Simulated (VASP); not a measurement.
Input of a VASP 6.6.1 run:

Contents of INCAR:

```
SYSTEM = Sn
PREC = Accurate
ENCUT = 520
EDIFF = 1E-6
ISMEAR = -1
SIGMA = 0.05
LREAL = .FALSE.
LASPH = .TRUE.
NELM = 60
ALGO = Fast
ISIF = 2
LWAVE = .FALSE.
LCHARG = .TRUE.
GGA = B5
ALDAX = 1.0
AGGAX = 1.0
AGGAC = 1.0
ALDAC = 0.0
IVDW = 12
VDW_S6 = 1.0
VDW_S8 = 2.6996
VDW_A1 = 0.4298
VDW_A2 = 4.2359
LELF = .TRUE.
LVHAR = .TRUE.
NBANDS = 13
```

KPOINTS

```
regular mesh
0
G
  10 9 10
  0 0 0
```

The input POSCAR:

```
Sn
1.0
   -1.8196203380      1.7578453960      2.2390934107
    1.7862170393     -1.7641404419      2.2048125550
    1.7774101271      1.7206710517     -2.2396196150
Sn
1
Direct
    0.0000000000      0.0000000000      0.0000000000
```

Potentials or basis: VASP PAW PBE potentials, release 64 (Sn_d).

Run with:

```bash
$ cat potpaw_PBE.64/Sn_d/POTCAR > POTCAR
$ mpirun -np 1 vasp_std > vasp.out
```

Task: Predict the dispersion energy per atom.

Result: -0.907 eV.

Task: Estimate the pressure.

Result: 0.0 GPa.

Task: What does it give for the band gap on the k mesh?

Result: Zero (band 7 reaches 15.48 eV, above the bottom of band 8 at 6.55 eV).

Caveat: the PAW data sets were made with another functional, which shifts forces and pressure a little; spin-orbit coupling is left out, which moves the levels of the heavy elements; pairwise dispersion overbinds metals, which lowers pressure and volume.
